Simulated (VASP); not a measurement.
A run of VASP 6.6.1 is set up as follows.

File POSCAR:

```
ZrReH
1.0
    3.1380857998      0.0000000000      0.0000000000
    0.0000000000      3.1380857998      0.0000000000
    0.0000000000      0.0000000000      8.0459975186
Zr H Re
2 2 2
Direct
    0.0000000000      0.5000000000      0.1734728451
    0.5000000000      0.0000000000      0.8265271549
    0.0000000000      0.0000000000      0.0000000000
    0.5000000000      0.5000000000      0.0000000000
    0.0000000000      0.5000000000      0.5856493236
    0.5000000000      0.0000000000      0.4143506764
```

The input INCAR.step1:

```
PREC = Accurate
ENCUT = 520
ISMEAR = -1
SIGMA = 0.1
LREAL = False
LASPH = True
NELM = 100
NBANDS = 29
GGA = PE
ALGO = Normal
EDIFF = 1E-4
LWAVE = True
LCHARG = False
```

File INCAR.step2:

```
PREC = Accurate
ENCUT = 520
EDIFF = 1E-6
ISMEAR = -1
SIGMA = 0.1
LREAL = False
LASPH = True
NELM = 100
ALGO = Normal
ISIF = 2
LWAVE = False
LCHARG = False
METAGGA = R2SCAN
LMIXTAU = True
NBANDS = 29
ISTART = 1
```

Contents of KPOINTS:

```
regular mesh
0
Gamma
  5 5 3
```

Potentials or basis: VASP PAW PBE potentials, release 64 (Zr_sv, H, Re).

Run with:

```console
$ cat potpaw_PBE.64/Zr_sv/POTCAR potpaw_PBE.64/H/POTCAR potpaw_PBE.64/Re/POTCAR > POTCAR
$ cp INCAR.step1 INCAR
$ mpirun -np 1 vasp_std > vasp.out
$ cp INCAR.step2 INCAR
$ mpirun -np 1 vasp_std > vasp.out
```

Q: Estimate the pressure.

A: -0.3 GPa.

Q: Predict the band gap on the k mesh.

A: Zero (band 20 reaches 8.75 eV, above the bottom of band 21 at 8.34 eV).

Forces in eV/Å, atoms in the order of the input:
```
Zr   0.000  0.000  0.030
Zr   0.000  0.000 -0.030
H    0.000  0.000  0.000
H    0.000  0.000  0.000
Re   0.000  0.000 -0.004
Re   0.000  0.000  0.004
```

Caveat: the k points lie up to 0.40 Å⁻¹ apart; the PAW data sets were made with another functional, which shifts forces and pressure a little; spin-orbit coupling is left out, which moves the levels of the heavy elements.
